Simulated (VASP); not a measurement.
Wanted: the native input for a VASP 6.6.1 run.

```yaml
Task: single point
Functional: LDA
Potentials_or_basis: VASP PAW LDA potentials, release 64 (Ti_sv, O)
Cutoff: 520 eV
k_mesh: 4 × 4 × 4
Occupations: gaussian, width 0.1 eV
Spin: no spin polarisation
Dipole_correction: no
Further_INCAR_settings: ALGO = Normal; EDIFF = 1e-07; NBANDS = 60
```

The structure of TiO2 lies in POSCAR:

```
TiO2
1.0
    4.4980982392      0.0000000000      0.0000000000
    0.0000000000      5.4423635697      0.0000000000
    0.0000000000      0.0000000000      4.8431857411
Ti O
4 8
Direct
    0.5000000000      0.6735849999      0.7500000000
    0.0000000000      0.8264150001      0.2500000000
    0.5000000000      0.3264150001      0.2500000000
    0.0000000000      0.1735849999      0.7500000000
    0.7284310610      0.6175893804      0.0814534915
    0.2284310610      0.8824106196      0.9185465085
    0.7715689390      0.8824106196      0.5814534915
    0.2715689390      0.6175893804      0.4185465085
    0.7284310610      0.3824106196      0.5814534915
    0.2284310610      0.1175893804      0.4185465085
    0.7715689390      0.1175893804      0.0814534915
    0.2715689390      0.3824106196      0.9185465085
```

These files were run (other wordings do the same):

INCAR

```
PREC     = Accurate       # precision mode
ENCUT    = 520            # plane-wave cutoff, eV
EDIFF    = 1E-7           # SCF threshold, eV
ISMEAR   = 0              # smearing method
SIGMA    = 0.1            # smearing width, eV
LREAL    = False          # projectors in reciprocal space
LASPH    = True           # aspherical terms in the spheres
NELM     = 100            # most SCF steps
ALGO     = Normal         # electronic algorithm
ISIF     = 2              # what is computed and relaxed
LWAVE    = False          # write WAVECAR
LCHARG   = False          # write CHGCAR
NBANDS   = 60             # bands
```

KPOINTS

```
regular mesh
0
Gamma
  4 4 4
```

Potentials or basis: VASP PAW LDA potentials, release 64 (Ti_sv, O).

The run is started by

```console
$ cat potpaw_LDA.64/Ti_sv/POTCAR potpaw_LDA.64/O/POTCAR > POTCAR
$ mpirun -np 1 vasp_std > vasp.out
```

Results of the run:

```yaml
Pressure: 1.2 GPa
Largest_force: 0.045 eV/Å
Band_gap_on_the_k_mesh: 2.65 eV (least direct gap 2.71 eV)
```

Run time: 2.6 min on 1 thread of Intel Xeon 8259CL, on a shared host, peak memory 0.27 GiB.
